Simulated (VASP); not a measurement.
C (a cell with a defect), 15 atoms in the cell. The cell holds a defect, 15 atoms: a = 5.026 Å, b = 5.026 Å, c = 5.026 Å, α = 60.00°, β = 60.00°, γ = 60.00°.  This cell differs from its parent crystal: atoms taken out, atom 10 moved 0.125 of the way to it and -0.350 Å across, host rigid.

| Property | Result |
| --- | --- |
| Program | VASP 6.6.1 |
| Task | single point |
| Functional | PBEsol |
| Potentials or basis | VASP PAW PBE potentials, release 64 (C) |
| Cutoff | 520 eV |
| k mesh | 6 × 6 × 6 |
| Occupations | gaussian, width 0.05 eV |
| Spin | no spin polarisation |
| Dipole correction | no |
| Further INCAR settings | LREAL = Auto; ALGO = Normal; EDIFF = 1e-06; NBANDS = 43 |

Potentials or basis: VASP PAW PBE potentials, release 64 (C).

Command:

```sh
$ cat potpaw_PBE.64/C/POTCAR > POTCAR
$ mpirun -np 1 vasp_std > vasp.out
```

Hardware: 1 thread of AMD EPYC 7R43 64-Core Processor (Zen 3) (shared host).

Q: Estimate the wall time of this run.

A: It took 7.6 min on 1 thread of AMD EPYC 7R43 64-Core Processor (Zen 3), on a shared host, peak memory 0.27 GiB. Counts: scf iterations 14, k points 68.
